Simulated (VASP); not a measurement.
# Si (Imma) in VASP: single point with PBE

Aim: the single point of Si with PBE.

All numbers are computed with VASP 6.6.1; they aren't measurements. Logs are shortened: lines on timing, memory, paths and dates and some standing lists are left out, and cuts for length are marked.

## 1. The cell of the first run

The structure is orthorhombic, space group Imma (No. 74). Conventional cell: a = 4.502 Å, b = 4.737 Å, c = 2.550 Å, α = 90.00°, β = 90.00°, γ = 90.00°. Within 3.3 Å of Si (site symmetry mm2) lie 10 Si at 2.39 to 3.27 Å.

## 2. Single point, PBE

The input, POSCAR:

```
Si
1.0
   -2.2510000000      2.3685000000      1.2750000000
    2.2510000000     -2.3685000000      1.2750000000
    2.2510000000      2.3685000000     -1.2750000000
Si
2
Direct
    0.8070000000      0.0570000000      0.7500000000
    0.1930000000      0.9430000000      0.2500000000
```

The input, INCAR.step1:

```
ALGO = Normal ; EDIFF = 1E-6
ENCUT = 400 ; GGA = PE
GGA_COMPAT = False ; ISIF = 2
ISMEAR = -1 ; ISYM = 0
LASPH = True ; LCHARG = True
LORBIT = 11 ; LREAL = False
LWAVE = False ; NBANDS = 11
NEDOS = 2001 ; NELM = 120
PREC = Accurate ; SIGMA = 0.1
```

The input, KPOINTS.step1:

```
k-points
0
Gamma
  14 14 10
```

The input, INCAR.step2:

```
ALGO = Normal ; EDIFF = 1E-6
ENCUT = 400 ; GGA = PE
GGA_COMPAT = False ; ICHARG = 11
ISIF = 2 ; ISMEAR = -5
ISYM = 0 ; LASPH = True
LCHARG = False ; LORBIT = 11
LREAL = False ; LWAVE = False
NEDOS = 2001 ; NELM = 120
PREC = Accurate ; SIGMA = 0.1
```

The input, KPOINTS.step2:

```
k-points
0
Gamma
  21 21 15
```

Potentials or basis: VASP PAW PBE potentials, release 64 (Si).

Started as:

```console
$ cat potpaw_PBE.64/Si/POTCAR > POTCAR
$ cp INCAR.step1 INCAR
$ cp KPOINTS.step1 KPOINTS
$ mpirun -np 1 vasp_std > vasp.out
$ cp INCAR.step2 INCAR
$ cp KPOINTS.step2 KPOINTS
$ mpirun -np 1 vasp_std > vasp.out
```

OUTCAR:

```text
EDIFF = 1E-6
   ENCUT = 400
   GGA = PE
   ICHARG = 11
   ISIF = 2
   ISMEAR = -5
   ISYM = 0
   LASPH = True
   LORBIT = 11
   LREAL = False
   NELM = 120
   PREC = Accurate

 ion  position               nearest neighbor table
   1  0.807  0.057  0.750-   2 2.39   2 2.39   2 2.46   2 2.46   2 2.74   2 2.74
   2  0.193  0.943  0.250-   1 2.39   1 2.39   1 2.46   1 2.46   1 2.74   1 2.74

IMPORTANT INFORMATION: All symmetrisations will be switched off!
NOSYMM: (Re-)initialisation of all symmetry stuff for point group C_1.

----------------------------------------------------------------------------------------

                                     Primitive cell

  volume of cell :      27.1906

  direct lattice vectors                    reciprocal lattice vectors
    -2.251000000  2.368500000  1.275000000     0.000000000  0.211104074  0.392156863
     2.251000000 -2.368500000  1.275000000     0.222123501  0.000000000  0.392156863
     2.251000000  2.368500000 -1.275000000     0.222123501  0.211104074  0.000000000

  length of vectors
     3.507480328  3.507480328  3.507480328     0.445367191  0.450694857  0.306437236

  position of ions in fractional coordinates (direct lattice)
     0.807000000  0.057000000  0.750000000
     0.193000000  0.943000000  0.250000000

  ion indices of the primitive-cell ions
   primitive index   ion index
                 1           1
                 2           2

----------------------------------------------------------------------------------------

 KPOINTS: k-points

Automatic generation of k-mesh.
 Grid dimensions read from file:
 generate k-points for:   21   21   15

 Generating k-lattice:

  Cartesian coordinates                     Fractional coordinates (reciprocal lattice)
     0.000000000  0.010052575  0.018674136     0.047619048  0.000000000 -0.000000000
     0.010577310  0.000000000  0.018674136     0.000000000  0.047619048  0.000000000
     0.014808233  0.014073605  0.000000000    -0.000000000  0.000000000  0.066666667

  Length of vectors
     0.021207961  0.021461660  0.020429149

  Shift w.r.t. Gamma in fractional coordinates (k-lattice)
     0.000000000  0.000000000  0.000000000

 -----------------------------------------------------------------------------
|                                                                             |
|           W    W    AA    RRRRR   N    N  II  N    N   GGGG   !!!           |
|           W    W   A  A   R    R  NN   N  II  NN   N  G    G  !!!           |
|           W    W  A    A  R    R  N N  N  II  N N  N  G       !!!           |
|           W WW W  AAAAAA  RRRRR   N  N N  II  N  N N  G  GGG   !            |
|           WW  WW  A    A  R   R   N   NN  II  N   NN  G    G                |
|           W    W  A    A  R    R  N    N  II  N    N   GGGG   !!!           |
|                                                                             |
|     Your reciprocal lattice and k-lattice belong to different lattice       |
|     classes:                                                                |
|                                                                             |
|        The reciprocal lattice is face-centered orthorhombic,                |
|        whereas your k-lattice is triclinic.                                 |
|                                                                             |
|     Results are often still useful ...                                      |
|                                                                             |
 -----------------------------------------------------------------------------

 WARNING: IBZKPT: internal override: KBLOWUP is changed to .FALSE.
      ... skipping the blow-up phase ...

 TETIRR: Found  19842 inequivalent tetrahedra from    39690

 Subroutine IBZKPT returns following result:
 ===========================================

 Found   3308 irreducible k-points:

 Following reciprocal coordinates:
            Coordinates               Weight
  0.000000  0.000000  0.000000      1.000000
  0.047619 -0.000000  0.000000      2.000000
  0.095238  0.000000  0.000000      2.000000
  0.142857  0.000000 -0.000000      2.000000
  0.190476  0.000000  0.000000      2.000000
  0.238095  0.000000  0.000000      2.000000
[... 16 lines left out ...]
 -0.476190  0.047619  0.000000      2.000000
 -0.428571  0.047619  0.000000      2.000000
 [... further k-points ...]
   k-points           NKPTS =   3308   k-points in BZ     NKDIM =   3308   number of bands    NBANDS=      8
   number of dos      NEDOS =   2001   number of ions     NIONS =      2
   total plane-waves  NPLWV =  13824
   dimension x,y,z NGX =    24 NGY =   24 NGZ =   24
   dimension x,y,z NGXF=    48 NGYF=   48 NGZF=   48
   ions per type =               2
   NGX,Y,Z   is equivalent  to a cutoff of  11.38, 11.38, 11.38 a.u.
   NGXF,Y,Z  is equivalent  to a cutoff of  22.75, 22.75, 22.75 a.u.
 SYSTEM =  unknown system
   PREC   = accura    normal or accurate (medium, high low for compatibility)
   ISTART =      0    job   : 0-new  1-cont  2-samecut
   ICHARG =     11    charge: 1-file 2-atom 10-const
   ISPIN  =      1    spin polarized calculation?
   LNONCOLLINEAR =      F non collinear calculations
   LSORBIT =      F    spin-orbit coupling
   LASPH  =      T    aspherical Exc in radial PAW
   ENCUT  =  400.0 eV  29.40 Ry    5.42 a.u.   5.72  5.72  5.72*2*pi/ulx,y,z
   NELM   =    120;   NELMIN=  2; NELMDL=  0     # of ELM steps
   EDIFF  = 0.1E-05   stopping-criterion for ELM
   LREAL  =      F    real-space projection
   EDIFFG = 0.1E-04   stopping-criterion for IOM
   NSW    =      0    number of steps for IOM
   IBRION =     -1    ionic relax: 0-MD 1-quasi-New 2-CG
   NFREE  =      0    steps in history (QN), initial steepest desc. (CG)
   ISIF   =      2    stress and relaxation
   ISYM   =      0    0-nonsym 1-usesym 2-fastsym
   POTIM  = 0.5000    time-step for ionic-motion
   TEBEG  =    0.0;   TEEND  =   0.0 temperature during run
   PSTRESS=    0.0 pullay stress
   NELECT =       8.0000    total number of electrons
   NUPDOWN=      -1.0000    fix difference up-down
   EMIN   =  10.00;   EMAX   =-10.00  energy-range for DOS
   EFERMI =   0.00;   METHOD = LEGACY
   ISMEAR =    -5;   SIGMA  =   0.10  broadening in eV -4-tet -1-fermi 0-gaus
   EFERMI_NEDOS =   21; number of points for ismear=-14 and -15
   IALGO  =     38    algorithm
   IMIX   =      4    mixing-type and parameters
     AMIX     =   0.40;   BMIX     =  1.00
     AMIX_MAG =   1.60;   BMIX_MAG =  1.00
  volume/ion in A,a.u.               =      13.60        91.75
  Fermi-wavevector in a.u.,A,eV,Ry     =   1.088843  2.057614 16.130773  1.185578
  Thomas-Fermi vector in A             =   2.225033
   LORBIT       =     11    0 simple, 1 ext, 2 COOP (PROOUT), +10 PAW based schemes
   GGA     = PE    functional components
   LHFCALC =     F    Hartree Fock is set to
   AEXX    =    0.0000 exact exchange contribution
   IVDW    =     0    specifies the selected vdW correction
   LEPSILON=     F    determine dielectric tensor
   LRPA    =     F    only Hartree local field effects (RPA)
 non-spin polarized calculation
 Fermi weights with tetrahedron method with Bloechl corrections
  energy-cutoff  :      400.00
  volume of cell :       27.19
 maximum number of plane-waves:       508

 number of electron       8.0000000 magnetization

 Free energy of the ion-electron system (eV)
  ---------------------------------------------------
  ext. energy  EPLUGINS =         0.00000000
  ---------------------------------------------------
  free energy    TOTEN  =       -10.10727589 eV

  energy without entropy =      -10.10727589  energy(sigma->0) =      -10.10727589

 E-fermi :  10.7046     XC(G=0): -11.3765

 val. band max:       10.9349827086   @ k =   0.3810   0.4286   0.1333
 cond. band min:      10.5000779246   @ k =   0.3810   0.3810   0.2667
 fundamental gap:     -0.4349047840
 Fermi energy:        10.7045520371

 k-point     1 :       0.0000    0.0000    0.0000
  band No.  band energies     occupation
      1      -4.1194      2.00000
      2       7.7159      2.00000
      3       8.2045      2.00000
      4       9.0350      2.00000
      5      11.7777      0.00000
      6      18.4563      0.00000
      7      19.8390      0.00000
      8      20.7170      0.00000

 k-point     2 :       0.0476   -0.0000    0.0000
  band No.  band energies     occupation
      1      -4.0544      2.00000
      2       7.6901      2.00000
      3       7.9784      2.00000
      4       9.3646      2.00000
      5      11.9271      0.00000
      6      17.9359      0.00000
      7      19.6945      0.00000
      8      20.1302      0.00000

 k-point     3 :       0.0952    0.0000    0.0000
  band No.  band energies     occupation
      1      -3.8594      2.00000
      2       7.6322      2.00000
      3       7.6490      2.00000
      4       9.9942      2.08109
      5      12.3557      0.00000
      6      17.0044      0.00000
      7      18.0721      0.00000
      8      19.7866      0.00000

 k-point     4 :       0.1429    0.0000   -0.0000
  band No.  band energies     occupation
      1      -3.5349      2.00000
      2       7.3959      2.00000
      3       7.5837      2.00000
      4      10.6983      1.03690
      5      13.0189      0.00000
      6      15.9914      0.00000
      7      16.3244      0.00000
      8      18.6968      0.00000

 k-point     5 :       0.1905    0.0000    0.0000
  band No.  band energies     occupation
      1      -3.0817      2.00000
      2       7.2478      2.00000
      3       7.5829      2.00000
      4      11.2597     -0.08209
      5      13.8689      0.00000
      6      14.7569      0.00000
      7      14.9900      0.00000
      8      17.3127      0.00000

 k-point     6 :       0.2381    0.0000    0.0000
  band No.  band energies     occupation
      1      -2.5007      2.00000
      2       7.2106      2.00000
      3       7.6561      2.00000
      4      10.9936      0.40619
      5      13.8651      0.00000
      6      14.2758      0.00000
      7      14.8013      0.00000
      8      16.0568      0.00000

 k-point     7 :       0.2857    0.0000    0.0000
  band No.  band energies     occupation
      1      -1.7933      2.00000
      2       7.2795      2.00000
      3       7.8185      2.00000
      4       9.7067      2.14883
      5      12.9019      0.00000
      6      14.5050      0.00000
      7      14.8222      0.00000
      8      16.2671      0.00000
[... 133 lines left out ...]
 k-point    20 :       0.3810    0.0476    0.0000
  band No.  band energies     occupation
      1       0.8434      2.00000
      2       5.3254      2.00000
      3       8.2233      2.00000
      4       9.2965      2.00000
      5      10.0449      2.12785
      6      11.5477      0.00000
      7      15.2600      0.00000
      8      16.5212      0.00000

 k-point    21 :       0.4286    0.0476    0.0000
  band No.  band energies     occupation
      1       2.0022      2.00000
      2       3.9094      2.00000
      3       8.6958      2.00000
      4       8.8721      2.00000
      5       9.9816      2.00557
      6      10.9864      0.00000
      7      15.0730      0.00000
      8      16.5044      0.00000

 k-point    22 :       0.4762    0.0476    0.0000
  band No.  band energies     occupation
      1       2.5391      2.00000
      2       3.3251      2.00000
      3       8.2238      2.00000
      4       9.1344      2.00000
      5       9.8335      2.00323
      6      11.2034      0.00000
      7      14.9952      0.00000
      8      16.5727      0.00000

 k-point    23 :      -0.4762    0.0476    0.0000
  band No.  band energies     occupation
      1       1.3471      2.00000
      2       4.6814      2.00000
      3       7.6584      2.00000
      4       8.9403      2.00000
      5      10.2072      2.09891
      6      11.8802      0.00000
      7      15.0507      0.00000
      8      16.7170      0.00000

 k-point    24 :      -0.4286    0.0476    0.0000
  band No.  band energies     occupation
      1       0.2488      2.00000
      2       6.1217      2.00000
      3       7.2286      2.00000
      4       8.5238      2.00000
      5      10.9430      0.38429
      6      12.7294      0.00000
      7      15.2499      0.00000
      8      16.8124      0.00000

 [... further k-points ...]

------------------------ aborting loop because EDIFF is reached ----------------------------------------

  FORCE on cell =-STRESS in cart. coord.  units (eV):
  Direction    XX          YY          ZZ          XY          YZ          ZX
  --------------------------------------------------------------------------------------
  -------------------------------------------------------------------------------------
  Total        2.4645697      3.0044787      2.4885593     -0.0073773      0.0000222      0.0106933
  in kB      145.2220720    177.0356206    146.6356345     -0.4347016      0.0013090      0.6300900
  external PRESSURE =     156.2977757 kB  Pullay stress =       0.0000000 kB

 VOLUME and BASIS-vectors are now :
 -----------------------------------------------------------------------------
  energy-cutoff  :      400.00
  volume of cell :       27.19
      direct lattice vectors                 reciprocal lattice vectors
    -2.251000000  2.368500000  1.275000000     0.000000000  0.211104074  0.392156863
     2.251000000 -2.368500000  1.275000000     0.222123501  0.000000000  0.392156863
     2.251000000  2.368500000 -1.275000000     0.222123501  0.211104074  0.000000000

 POSITION                                       TOTAL-FORCE (eV/Angst)
 -----------------------------------------------------------------------------------
      0.00000      3.55275      0.14535         0.005916     -0.000455      0.010822
      2.25100     -1.18425      1.12965        -0.005916      0.000455     -0.010822
 -----------------------------------------------------------------------------------
    total drift:                               -0.000000     -0.000000     -0.000000

  FREE ENERGIE OF THE ION-ELECTRON SYSTEM (eV)
  ---------------------------------------------------
  free  energy   TOTEN  =       -10.1072758903 eV

  energy  without entropy=      -10.1072758903  energy(sigma->0) =      -10.10727589

 total charge

# of ion       s       p       d       tot
------------------------------------------
    1        0.785   0.879   0.000   1.664
    2        0.785   0.879   0.000   1.664
--------------------------------------------------
tot          1.569   1.758   0.000   3.328
```

Run time: 7.4 min. Hardware: 1 thread of Oxide Virtual Turin-like, shared host; peak memory 0.49 GiB.

What came out:

```
Valence electrons inside the program's atomic spheres : Si 1.66
```

Levels at points of the mesh, in eV from the Fermi level:
| k point | band 2 | band 3 | band 4 | band 5 | band 6 | band 7 |
| --- | --- | --- | --- | --- | --- | --- |
| (0.00, 0.00, 0.00) | -2.99 | -2.50 | -1.67 | 1.07 | 7.75 | 9.13 |
